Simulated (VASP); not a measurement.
Write the native input for VASP 6.6.1 that does the following.

* Task: single point
* Functional: PBE
* Potentials or basis: VASP PAW PBE potentials, release 64 (B, C)
* Cutoff: 600 eV
* k mesh: 6 × 6 × 4
* Occupations: gaussian, width 0.1 eV
* Spin: no spin polarisation
* Dipole correction: no
* Further INCAR settings: ALGO = Normal; EDIFF = 1e-06; NBANDS = 14

The structure of B3C lies in POSCAR:

```
B3C
1.0
    2.6681787548      0.0000000000      0.0000000000
    0.0000000000      2.6681787548      0.0000000000
    0.0000000000      0.0000000000      4.2515671774
B C
3 1
Direct
    0.5000000000      0.5000000000      0.5000000000
    0.5000000000      0.0000000000      0.8083835314
    0.0000000000      0.5000000000      0.1916164686
    0.0000000000      0.0000000000      0.0000000000
```

These files were run (other wordings do the same):

INCAR

```
  ALGO = Normal
  EDIFF = 1E-6
  ENCUT = 600
  GGA = PE
  GGA_COMPAT = F
  ISIF = 2
  ISMEAR = 0
  LASPH = T
  LCHARG = F
  LREAL = F
  LWAVE = F
  NBANDS = 14
  NELM = 120
  PREC = Accurate
  SIGMA = 0.1
```

KPOINTS

```
k-points
0
Gamma
  6 6 4
```

Potentials or basis: VASP PAW PBE potentials, release 64 (B, C).

Launch:

```console
$ cat potpaw_PBE.64/B/POTCAR potpaw_PBE.64/C/POTCAR > POTCAR
$ mpirun -np 1 vasp_std > vasp.out
```

Results of the run:

```yaml
Pressure: 0.0 GPa
Largest_force: 0.139 eV/Å
```

Caveat: the k points lie up to 0.39 Å⁻¹ apart.

Run time: 13 s on 1 thread of AMD EPYC 9R45 (Zen 5), with other jobs on the host, peak memory 0.11 GiB.
